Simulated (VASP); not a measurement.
Runs of VASP 6.6.1 on O. The structure is that of space group R-3m (No. 166), or close to it. The cells are those of the table. 

```csv
task,cell,gap on the mesh (eV),pressure (GPa),largest force (eV/Å)
single point,"a = 3.761, b = 3.792, c = 3.799 Å, angles 44.2, 44.0, 44.3°, 2 atoms",none,(b),3.93
single point,"a = 3.733 Å, angles 44.2°, 2 atoms",none,11.2,5.65
electric field gradients,"a = 3.809 Å, angles 44.2°, 2 atoms",none,3.6,3.16
single point,"a = 3.707 Å, angles 44.2°, 2 atoms",none,14.3,(a)
electric field gradients,"a = 3.733 Å, angles 44.2°, 2 atoms",none,11.2,5.65
```

Alike in all rows: level PBEsol; potentials or basis VASP PAW PBE potentials, release 64 (O); no spin polarisation; k mesh 10 × 10 × 10; cutoff (eV) 520; smearing fermi-dirac 0.02 eV.

**Question.** Fill in the values left out.

**Answer.** (a) 6.60; (b) 5.9.

Caveats: the standard files for N, O and F lose accuracy on very short bonds; spin is off for a triplet molecule; the PAW data sets were made with another functional, which shifts forces and pressure a little.

A gap of «none» marks levels without a gap at the run's occupations.
